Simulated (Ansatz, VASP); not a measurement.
# One calculation of Te2Pt, two programs

```
Te Pt
1.0
     4.05202    0.00000    0.00000
    -2.02601    3.50915    0.00000
     0.00000    0.00000    5.09394
Te Pt
2 1
Direct
  0.33333 0.66667 0.26715
  0.66667 0.33333 0.73285
  0.00000 0.00000 0.00000
```

Alike in both runs: task single point; functional PBE; dispersion D3(BJ); k mesh 12 × 12 × 8; occupations gaussian, width 0.1 eV; no spin polarisation.

```csv
,VASP,Ansatz
version,VASP 6.6.1,Ansatz 0.2.0
potentials or method,"VASP PAW PBE potentials, release 64 (Te, Pt), cutoff 500 eV","scalar-relativistic, plane waves, PAW"
valence electrons in the cell,22,50
```

|  | VASP | Ansatz | Ansatz less VASP |
| --- | --- | --- | --- |
| gap on the k mesh at the Fermi level (eV) | none | none | - |
| pressure (GPa) | -0.2 | 0.0 | +0.22 |
| rms of the force components (eV/Å) | 0.005 | 0.002 | -0.0026 |

Atom by atom the forces differ by 0.003 eV/Å (rms over components). A gap of «none» marks a metal or a gap that the smearing closes. VASP's potentials hold 22 valence electrons a cell and Ansatz's 50, so a difference there can come from the potentials and not from the codes.

Spin-orbit coupling is off throughout.
